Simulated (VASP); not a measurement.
Input of a VASP 6.6.1 run:

The input INCAR:

```
PREC = Accurate ; ENCUT = 520
EDIFF = 1E-6 ; ISMEAR = -1
SIGMA = 0.1 ; LREAL = False
LASPH = True ; NELM = 60
ALGO = Normal ; ISIF = 2
LWAVE = False ; LCHARG = True
GGA = PE ; LELF = True
LVHAR = True ; NBANDS = 10
```

Contents of KPOINTS:

```
regular mesh
0
Gamma
  14 14 14
```

The input POSCAR:

```
Os
1.0
    0.0000000000      1.9287076913      1.9287076913
    1.9287076913      0.0000000000      1.9287076913
    1.9287076913      1.9287076913      0.0000000000
Os
1
Direct
    0.0000000000      0.0000000000      0.0000000000
```

Potentials or basis: VASP PAW PBE potentials, release 64 (Os).

Run with:

```bash
$ cat potpaw_PBE.64/Os/POTCAR > POTCAR
$ mpirun -np 1 vasp_std > vasp.out
```

**Question.** Predict the pressure.

**Answer.** -0.1 GPa.

**Question.** What does it give for the band gap on the k mesh?

**Answer.** Zero (band 4 reaches 11.29 eV, above the bottom of band 5 at 7.68 eV).

Caveat: spin-orbit coupling is left out, which moves the levels of the heavy elements.
